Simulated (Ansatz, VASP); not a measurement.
Rh: VASP beside Ansatz

File INCAR:

```
SYSTEM = Rh
ALGO = Fast
EDIFF = 1E-7
ENCUT = 520
GGA = PS
ISIF = 2
ISMEAR = 0
LASPH = .TRUE.
LCHARG = .FALSE.
LREAL = .FALSE.
LWAVE = .FALSE.
NBANDS = 38
NELM = 60
PREC = Accurate
SIGMA = 0.15
```

The input KPOINTS:

```
k-points
0
G
  12 12 4
  0 0 0
```

The input POSCAR:

```
Rh
1.0
    2.6887360847      0.0000000000      0.0000000000
   -1.3443680423      2.3285137534      0.0000000000
    0.0000000000      0.0000000000      8.6580404880
Rh
4
Direct
    0.6666666667      0.3333333333      0.3750000000
    0.6666666667      0.3333333333      0.8750000000
    0.3333333333      0.6666666667      0.1250000000
    0.3333333333      0.6666666667      0.6250000000
```

Input for Ansatz:

```yaml
crystal:
  lattice:
    - [2.6887360847, 0.0, 0.0]
    - [-1.3443680423, 2.3285137534, 0.0]
    - [0.0, 0.0, 8.658040488]
  atoms:
    - { symbol: Rh, position: [0.6666666667, 0.3333333333, 0.375] }
    - { symbol: Rh, position: [0.6666666667, 0.3333333333, 0.875] }
    - { symbol: Rh, position: [0.3333333333, 0.6666666667, 0.125] }
    - { symbol: Rh, position: [0.3333333333, 0.6666666667, 0.625] }
basis:
  ecutwfc: 420
kpoints:
  mp_grid: { grid: [12, 12, 4] }
hamiltonian:
  xc: pbesol
scf:
  occupations: { method: gaussian, width: 0.15 }
output:
  forces: true
  stress: true
  eigenvalues: true
  write_density: true
  write_potential: true
  elf: true
  volumetric_format: npy
```

Alike in both runs: task single point; functional PBEsol; k mesh 12 × 12 × 4; occupations gaussian, width 0.15 eV; no spin polarisation.

|  | VASP | Ansatz |
| --- | --- | --- |
| version | VASP 6.6.1 | Ansatz 0.2.0 |
| potentials or method | VASP PAW PBE potentials, release 64 (Rh_pv), cutoff 520 eV | scalar-relativistic, plane waves, PAW |
| valence electrons in the cell | 60 | 68 |

```csv
,VASP,Ansatz,Ansatz less VASP
gap on the k mesh at the Fermi level (eV),none,none,-
pressure (GPa),0.1,0.1,+0.03
"traceless stress, the component that is largest in VASP (GPa)",0.56,0.56,0.000
```

VASP's potentials were made for PBE, not for PBEsol. A gap of «none» marks a metal or a gap that the smearing closes. With one functional, cell and mesh, what is left measures potentials, basis and numerics. VASP's potentials hold 60 valence electrons a cell and Ansatz's 68, so a difference there can come from the potentials and not from the codes.
